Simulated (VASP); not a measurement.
# InSb3 (R-3m) in VASP: notebook

The runs below take InSb3 through single point, with PBE.

Everything below comes from runs of VASP 6.6.1. Logs are shortened: lines on timing, memory, paths and dates and some standing lists are left out, and cuts for length are marked.

## Step 1: The cell of the first run

Symmetry: R-3m, No. 166, trigonal system. The conventional cell has a = 6.774 Å, b = 6.774 Å, c = 9.172 Å, α = 90.00°, β = 90.00°, γ = 120.00°. Within 4.5 Å of In (site symmetry -3m) lie 12 Sb at 3.39 to 3.63 Å. Within 4.5 Å of Sb (site symmetry 2/m) lie 4 In at 3.39 to 3.63 Å and 8 Sb at 3.39 to 3.63 Å.

## Step 2: Single point, PBE

The input, INCAR:

```
SYSTEM = InSb3
ALGO     = Normal         ! electronic algorithm
EDIFF    = 1E-6           ! SCF threshold, eV
ENCUT    = 520            ! plane-wave cutoff, eV
GGA      = PE             ! functional
ISIF     = 2              ! what is computed and relaxed
ISMEAR   = 0              ! smearing method
LASPH    = .True.         ! aspherical terms in the spheres
LCHARG   = .False.        ! write CHGCAR
LREAL    = .False.        ! projectors in reciprocal space
LWAVE    = .False.        ! write WAVECAR
NBANDS   = 22             ! bands
NELM     = 60             ! most SCF steps
PREC     = Accurate       ! precision mode
SIGMA    = 0.15           ! smearing width, eV
```

The input, KPOINTS:

```
k-points
0
Gamma
  8 8 8
  0 0 0
```

The input, POSCAR:

```
InSb3
1.0
    4.9582785820      0.1684851945      0.1684851945
    0.1684851945      4.9582785820      0.1684851945
    0.1684851945      0.1684851945      4.9582785820
In Sb
1 3
Direct
    0.0000000000      0.0000000000      0.0000000000
    0.5000000000      0.0000000000      0.5000000000
    0.0000000000      0.5000000000      0.5000000000
    0.5000000000      0.5000000000      0.0000000000
```

Potentials or basis: VASP PAW PBE potentials, release 64 (In_d, Sb).

The run is started by

```console
$ cat potpaw_PBE.64/In_d/POTCAR potpaw_PBE.64/Sb/POTCAR > POTCAR
$ mpirun -np 1 vasp_std > vasp.out
```

OUTCAR:

```text
SYSTEM = InSb3
   EDIFF = 1E-6
   ENCUT = 520
   GGA = PE
   ISIF = 2
   ISMEAR = 0
   LASPH = .True.
   LREAL = .False.
   NELM = 60
   PREC = Accurate

 ion  position               nearest neighbor table
   1  0.000  0.000  0.000-   2 3.39   3 3.39   3 3.39   4 3.39   2 3.39   4 3.39   2 3.63   3 3.63
                             3 3.63   4 3.63   2 3.63   4 3.63
   2  0.500  0.000  0.500-   1 3.39   4 3.39   3 3.39   4 3.39   1 3.39   3 3.39   1 3.63   4 3.63
                             3 3.63   4 3.63   1 3.63   3 3.63
   3  0.000  0.500  0.500-   1 3.39   4 3.39   1 3.39   2 3.39   2 3.39   4 3.39   1 3.63   1 3.63
                             2 3.63   4 3.63   4 3.63   2 3.63
   4  0.500  0.500  0.000-   2 3.39   3 3.39   1 3.39   2 3.39   1 3.39   3 3.39   1 3.63   2 3.63
                             2 3.63   3 3.63   3 3.63   1 3.63

  LATTYP: Found a trigonal (rhomboedric) cell.
 ALAT       =     4.9640005055
 COS(alpha) =     0.0689565994

  Lattice vectors:

 A1 = (   4.9582785820,   0.1684851945,   0.1684851945)
 A2 = (   0.1684851945,   4.9582785820,   0.1684851945)
 A3 = (   0.1684851945,   0.1684851945,   4.9582785820)

Analysis of symmetry for initial positions (statically):
=====================================================================
 Subroutine PRICEL returns:
 Original cell was already a primitive cell.

 Routine SETGRP: Setting up the symmetry group for a
 trigonal (rhombohedral) supercell.

 Subroutine GETGRP returns: Found 12 space group operations
 (whereof 12 operations were pure point group operations)
 out of a pool of 12 trial point group operations.

The static configuration has the point symmetry D_3d.

Analysis of symmetry for dynamics (positions and initial velocities):
=====================================================================
 Subroutine PRICEL returns:
 Original cell was already a primitive cell.

 Routine SETGRP: Setting up the symmetry group for a
 trigonal (rhombohedral) supercell.

 Subroutine GETGRP returns: Found 12 space group operations
 (whereof 12 operations were pure point group operations)
 out of a pool of 12 trial point group operations.

The dynamic configuration has the point symmetry D_3d.

 Subroutine INISYM returns: Found 12 space group operations
 (whereof 12 operations are pure point group operations),
 and found     1 'primitive' translations

----------------------------------------------------------------------------------------

                                     Primitive cell

  volume of cell :     121.4842

  direct lattice vectors                    reciprocal lattice vectors
     4.958278582  0.168485194  0.168485194     0.202134359 -0.006642913 -0.006642913
     0.168485194  4.958278582  0.168485194    -0.006642913  0.202134359 -0.006642913
     0.168485194  0.168485194  4.958278582    -0.006642913 -0.006642913  0.202134359

  length of vectors
     4.964000505  4.964000505  4.964000505     0.202352553  0.202352553  0.202352553

  position of ions in fractional coordinates (direct lattice)
     0.000000000  0.000000000  0.000000000
     0.500000000  0.000000000  0.500000000
     0.000000000  0.500000000  0.500000000
     0.500000000  0.500000000  0.000000000

  ion indices of the primitive-cell ions
   primitive index   ion index
                 1           1
                 2           2
                 3           3
                 4           4

----------------------------------------------------------------------------------------

 KPOINTS: k-points

Automatic generation of k-mesh.
 Grid dimensions read from file:
 generate k-points for:    8    8    8

 Generating k-lattice:

  Cartesian coordinates                     Fractional coordinates (reciprocal lattice)
     0.025266795 -0.000830364 -0.000830364     0.125000000  0.000000000  0.000000000
    -0.000830364  0.025266795 -0.000830364     0.000000000  0.125000000  0.000000000
    -0.000830364 -0.000830364  0.025266795     0.000000000  0.000000000  0.125000000

  Length of vectors
     0.025294069  0.025294069  0.025294069

  Shift w.r.t. Gamma in fractional coordinates (k-lattice)
     0.000000000  0.000000000  0.000000000

 Subroutine IBZKPT returns following result:
 ===========================================

 Found     65 irreducible k-points:

 Following reciprocal coordinates:
            Coordinates               Weight
  0.000000  0.000000  0.000000      1.000000
  0.125000  0.000000  0.000000      6.000000
  0.250000  0.000000  0.000000      6.000000
  0.375000 -0.000000 -0.000000      6.000000
  0.500000  0.000000  0.000000      3.000000
  0.125000  0.125000  0.000000      6.000000
[... 16 lines left out ...]
  0.250000  0.125000  0.125000      6.000000
  0.375000  0.125000  0.125000      6.000000
 [... further k-points ...]
   k-points           NKPTS =     65   k-points in BZ     NKDIM =     65   number of bands    NBANDS=     22
   number of dos      NEDOS =    301   number of ions     NIONS =      4
   total plane-waves  NPLWV =  64000
   dimension x,y,z NGX =    40 NGY =   40 NGZ =   40
   dimension x,y,z NGXF=    80 NGYF=   80 NGZF=   80
   ions per type =               1   3
   NGX,Y,Z   is equivalent  to a cutoff of  13.40, 13.40, 13.40 a.u.
   NGXF,Y,Z  is equivalent  to a cutoff of  26.79, 26.79, 26.79 a.u.
 SYSTEM =  InSb3
   PREC   = accura    normal or accurate (medium, high low for compatibility)
   ISTART =      0    job   : 0-new  1-cont  2-samecut
   ICHARG =      2    charge: 1-file 2-atom 10-const
   ISPIN  =      1    spin polarized calculation?
   LNONCOLLINEAR =      F non collinear calculations
   LSORBIT =      F    spin-orbit coupling
   LASPH  =      T    aspherical Exc in radial PAW
   ENCUT  =  520.0 eV  38.22 Ry    6.18 a.u.   9.23  9.23  9.23*2*pi/ulx,y,z
   NELM   =     60;   NELMIN=  2; NELMDL= -5     # of ELM steps
   EDIFF  = 0.1E-05   stopping-criterion for ELM
   LREAL  =      F    real-space projection
   EDIFFG = 0.1E-04   stopping-criterion for IOM
   NSW    =      0    number of steps for IOM
   IBRION =     -1    ionic relax: 0-MD 1-quasi-New 2-CG
   NFREE  =      0    steps in history (QN), initial steepest desc. (CG)
   ISIF   =      2    stress and relaxation
   ISYM   =      2    0-nonsym 1-usesym 2-fastsym
   POTIM  = 0.5000    time-step for ionic-motion
   TEBEG  =    0.0;   TEEND  =   0.0 temperature during run
   PSTRESS=    0.0 pullay stress
   NELECT =      28.0000    total number of electrons
   NUPDOWN=      -1.0000    fix difference up-down
   EMIN   =  10.00;   EMAX   =-10.00  energy-range for DOS
   EFERMI =   0.00;   METHOD = LEGACY
   ISMEAR =     0;   SIGMA  =   0.15  broadening in eV -4-tet -1-fermi 0-gaus
   EFERMI_NEDOS =   21; number of points for ismear=-14 and -15
   IALGO  =     38    algorithm
   IMIX   =      4    mixing-type and parameters
     AMIX     =   0.40;   BMIX     =  1.00
     AMIX_MAG =   1.60;   BMIX_MAG =  1.00
  volume/ion in A,a.u.               =      30.37       204.95
  Fermi-wavevector in a.u.,A,eV,Ry     =   1.003739  1.896792 13.707764  1.007492
  Thomas-Fermi vector in A             =   2.136310
   LORBIT       =      0    0 simple, 1 ext, 2 COOP (PROOUT), +10 PAW based schemes
   GGA     = PE    functional components
   LHFCALC =     F    Hartree Fock is set to
   AEXX    =    0.0000 exact exchange contribution
   IVDW    =     0    specifies the selected vdW correction
   LEPSILON=     F    determine dielectric tensor
   LRPA    =     F    only Hartree local field effects (RPA)
 non-spin polarized calculation
 Gauss-broadening in eV      SIGMA  =   0.15
  energy-cutoff  :      520.00
  volume of cell :      121.48
 maximum number of plane-waves:      3318
 NGX is ok and might be reduce to    40
   NGX = 19   NGY = 19   NGZ = 19

 number of electron      28.0000004 magnetization

 Free energy of the ion-electron system (eV)
  ---------------------------------------------------
  ext. energy  EPLUGINS =         0.00000000
  ---------------------------------------------------
  free energy    TOTEN  =       -14.07792113 eV

  energy without entropy =      -14.04811591  energy(sigma->0) =      -14.06301852

 E-fermi :   6.6974     XC(G=0):  -9.6591

 val. band max:        6.6903273927   @ k =   0.3750   0.2500   0.1250
 cond. band min:       6.7003372044   @ k =  -0.3750   0.3750   0.1250
 fundamental gap:      0.0100098117
 Fermi energy:         6.6974397771

 k-point     1 :       0.0000    0.0000    0.0000
  band No.  band energies     occupation
      1      -7.6946      2.00000
      2      -7.6941      2.00000
      3      -7.6941      2.00000
      4      -7.6806      2.00000
      5      -7.6806      2.00000
      6      -4.8193      2.00000
[... 14 lines left out ...]
     21      11.0990      0.00000
     22      11.5407      0.00000

 k-point     2 :       0.1250    0.0000    0.0000
  band No.  band energies     occupation
      1      -7.6952      2.00000
      2      -7.6935      2.00000
      3      -7.6926      2.00000
      4      -7.6816      2.00000
      5      -7.6809      2.00000
      6      -4.7336      2.00000
[... 14 lines left out ...]
     21      11.5733      0.00000
     22      11.8021      0.00000

 k-point     3 :       0.2500    0.0000    0.0000
  band No.  band energies     occupation
      1      -7.6969      2.00000
      2      -7.6922      2.00000
      3      -7.6892      2.00000
      4      -7.6838      2.00000
      5      -7.6812      2.00000
      6      -4.4812      2.00000
[... 14 lines left out ...]
     21      11.8297      0.00000
     22      12.3194      0.00000
[... 476 lines left out ...]
 k-point    23 :       0.2500    0.1250    0.1250
  band No.  band energies     occupation
      1      -7.6999      2.00000
      2      -7.6907      2.00000
      3      -7.6883      2.00000
      4      -7.6848      2.00000
      5      -7.6823      2.00000
      6      -4.3818      2.00000
[... 14 lines left out ...]
     21      12.6064      0.00000
     22      12.9262      0.00000

 k-point    24 :       0.3750    0.1250    0.1250
  band No.  band energies     occupation
      1      -7.7019      2.00000
      2      -7.6899      2.00000
      3      -7.6866      2.00000
      4      -7.6865      2.00000
      5      -7.6810      2.00000
      6      -4.0153      2.00000
[... 14 lines left out ...]
     21      11.9146      0.00000
     22      13.1458      0.00000

 [... further k-points ...]
[... 5 lines left out ...]
  --------------------------------------------------------------------------------------
  -------------------------------------------------------------------------------------
  Total       -2.4434876     -2.4434876     -2.4434876     -0.5010989     -0.5010989     -0.5010989
  in kB      -32.2255830    -32.2255830    -32.2255830     -6.6086707     -6.6086707     -6.6086707
  external PRESSURE =     -32.2255830 kB  Pullay stress =       0.0000000 kB

 VOLUME and BASIS-vectors are now :
 -----------------------------------------------------------------------------
  energy-cutoff  :      520.00
  volume of cell :      121.48
      direct lattice vectors                 reciprocal lattice vectors
     4.958278582  0.168485194  0.168485194     0.202134359 -0.006642913 -0.006642913
     0.168485194  4.958278582  0.168485194    -0.006642913  0.202134359 -0.006642913
     0.168485194  0.168485194  4.958278582    -0.006642913 -0.006642913  0.202134359

 POSITION                                       TOTAL-FORCE (eV/Angst)
 -----------------------------------------------------------------------------------
      0.00000      0.00000      0.00000         0.000000     -0.000000     -0.000000
      2.56338      0.16849      2.56338         0.000000      0.000000      0.000000
      0.16849      2.56338      2.56338         0.000000     -0.000000      0.000000
      2.56338      2.56338      0.16849        -0.000000     -0.000000      0.000000
 -----------------------------------------------------------------------------------
    total drift:                               -0.000000     -0.000000     -0.000000

  FREE ENERGIE OF THE ION-ELECTRON SYSTEM (eV)
  ---------------------------------------------------
  free  energy   TOTEN  =       -14.0779211279 eV

  energy  without entropy=      -14.0481159062  energy(sigma->0) =      -14.06301852
```

Run time: 3.1 min. Hardware: 1 thread of AMD EPYC 7R13, shared host; peak memory 0.31 GiB.

What came out:

```yaml
Free_energy: -14.0779 eV
Pressure: -3.2 GPa
Band_gap_on_the_k_mesh: zero (bands 14 and 15 overlap by 3.37 eV)
```

Levels at points of the mesh, in eV from the Fermi level:
```
           k point  band 11  band 12  band 13  band 14  band 15  band 16  band 17  band 18
(0.00, 0.00, 0.00)    -3.73    -3.50     0.04     0.04     1.13     1.18     2.23     2.23
(0.50, 0.00, 0.00)    -2.23    -1.92    -1.56    -0.85    -0.61     1.22     1.74     2.13
(0.50, 0.50, 0.00)    -1.66    -1.54    -1.28    -0.92    -0.72    -0.16     1.38     2.64
(0.50, 0.50, 0.50)    -4.44    -4.34    -4.34     2.65     2.65     3.22     3.68     3.68
```

Caveat: the cell stands under tension; spin-orbit coupling is left out, which moves the levels of the heavy elements.

[end of part 1 of 2]
